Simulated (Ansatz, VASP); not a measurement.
One calculation of Pt, two programs

INCAR

```
SYSTEM = Pt
ALGO     = Normal         ! electronic algorithm
EDIFF    = 1E-6           ! SCF threshold, eV
ENCUT    = 520            ! plane-wave cutoff, eV
GGA      = CA             ! functional
ISIF     = 2              ! what is computed and relaxed
ISMEAR   = 0              ! smearing method
LASPH    = .True.         ! aspherical terms in the spheres
LCHARG   = .True.         ! write CHGCAR
LELF     = .True.         ! ELF
LREAL    = .False.        ! projectors in reciprocal space
LVHAR    = .True.       
LWAVE    = .False.        ! write WAVECAR
NBANDS   = 11             ! bands
NELM     = 80             ! most SCF steps
PREC     = Accurate       ! precision mode
SIGMA    = 0.15           ! smearing width, eV
```

KPOINTS

```
k-points
0
Gamma
  22 22 22
  0 0 0
```

File POSCAR:

```
Pt
1.0
    0.0000000000      2.0487385136      1.8106750983
    2.0487385136      0.0000000000      1.8106750983
    2.0487385136      2.0487385136      0.0000000000
Pt
1
Direct
    0.0000000000      0.0000000000      0.0000000000
```

Input for Ansatz:

```yaml
crystal:
  lattice:
    - [0.0, 2.0487385136, 1.8106750983]
    - [2.0487385136, 0.0, 1.8106750983]
    - [2.0487385136, 2.0487385136, 0.0]
  atoms:
    - { symbol: Pt, position: [0.0, 0.0, 0.0] }
basis:
  ecutwfc: 420
kpoints:
  mp_grid: { grid: [22, 22, 22] }
hamiltonian:
  xc: lda
scf:
  occupations: { method: gaussian, width: 0.15 }
output:
  forces: true
  stress: true
  eigenvalues: true
```

Alike in both runs: task single point; functional LDA; k mesh 22 × 22 × 22; occupations gaussian, width 0.15 eV; no spin polarisation.

|  | VASP | Ansatz |
| --- | --- | --- |
| version | VASP 6.6.1 | Ansatz 0.2.0 |
| potentials or method | VASP PAW LDA potentials, release 64 (Pt), cutoff 520 eV | scalar-relativistic, plane waves, PAW |
| valence electrons in the cell | 10 | 18 |

|  | VASP | Ansatz | Ansatz less VASP |
| --- | --- | --- | --- |
| gap on the k mesh at the Fermi level (eV) | none | none | - |
| pressure (GPa) | -6.6 | -7.2 | -0.66 |
| traceless stress, the component that is largest in VASP (GPa) | 4.63 | 4.59 | -0.040 |

LDA's correlation is that of Perdew and Zunger in VASP and of Perdew and Wang (1992) in Ansatz. A gap of «none» marks a metal or a gap that the smearing closes. VASP's potentials hold 10 valence electrons a cell and Ansatz's 18, so a difference there can come from the potentials and not from the codes.

Spin-orbit coupling is off throughout.
